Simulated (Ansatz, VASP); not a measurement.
**Ta: VASP beside Ansatz**

```
Ta
1.0
    -1.51918    1.51918    1.78338
     1.51918   -1.51918    1.78338
     1.51918    1.51918   -1.78338
Ta
1
Cartesian
  0.0000 0.0000 0.0000
```

Change from the starting cell: strain -0.080 along x and y, +0.080 along z, atoms carried along.

Alike in both runs: task single point; functional PBE; k mesh 20 × 20 × 20; occupations gaussian, width 0.15 eV; no spin polarisation.

```csv
,VASP,Ansatz
version,VASP 6.6.1,Ansatz 0.2.0
potentials or method,"VASP PAW PBE potentials, release 64 (Ta_pv), cutoff 520 eV","scalar-relativistic, plane waves, PAW"
valence electrons in the cell,11,13
```

VASP gave:

* gap on the k mesh at the Fermi level (eV): none
* pressure (GPa): 27.7
* traceless stress, the component that is largest in VASP (GPa): -13.12

Task: Estimate Ansatz's values.

Result: gap on the k mesh at the Fermi level (eV): none; pressure (GPa): 27.4; traceless stress, the component that is largest in VASP (GPa): -13.15.

A gap of «none» marks a metal or a gap that the smearing closes. VASP's potentials hold 11 valence electrons a cell and Ansatz's 13, so a difference there can come from the potentials and not from the codes.

Spin-orbit coupling is off throughout.
